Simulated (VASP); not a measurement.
A run of VASP 6.6.1 is set up as follows.

The input INCAR:

```
SYSTEM = CdO
PREC = Accurate
ENCUT = 600
EDIFF = 1E-6
ISMEAR = 0
SIGMA = 0.1
LREAL = .FALSE.
LASPH = .TRUE.
NELM = 120
ALGO = Normal
ISIF = 2
LWAVE = .FALSE.
LCHARG = .TRUE.
LELF = .TRUE.
LVHAR = .TRUE.
NBANDS = 16
GGA_COMPAT = .FALSE.
```

KPOINTS

```
Automatic mesh
0
G
  16 16 16
  0 0 0
```

The input POSCAR:

```
CdO
1.0
    0.0000000000      2.3258660565      2.3258660565
    2.3258660565      0.0000000000      2.3258660565
    2.3258660565      2.3258660565      0.0000000000
Cd O
1 1
Direct
    0.0000000000      0.0000000000      0.0000000000
    0.5000000000      0.5000000000      0.5000000000
```

Potentials or basis: VASP PAW LDA potentials, release 64 (Cd, O).

The run is started by

```sh
$ cat potpaw_LDA.64/Cd/POTCAR potpaw_LDA.64/O/POTCAR > POTCAR
$ mpirun -np 1 vasp_std > vasp.out
```

(1) Estimate the pressure.

(2) Estimate the band gap on the k mesh.

Results:

(1) 0.0 GPa.

(2) zero (band 9 reaches 2.09 eV, above the bottom of band 10 at 1.64 eV).

Caveat: the cell differs from its parent crystal (functional LDA, strained).
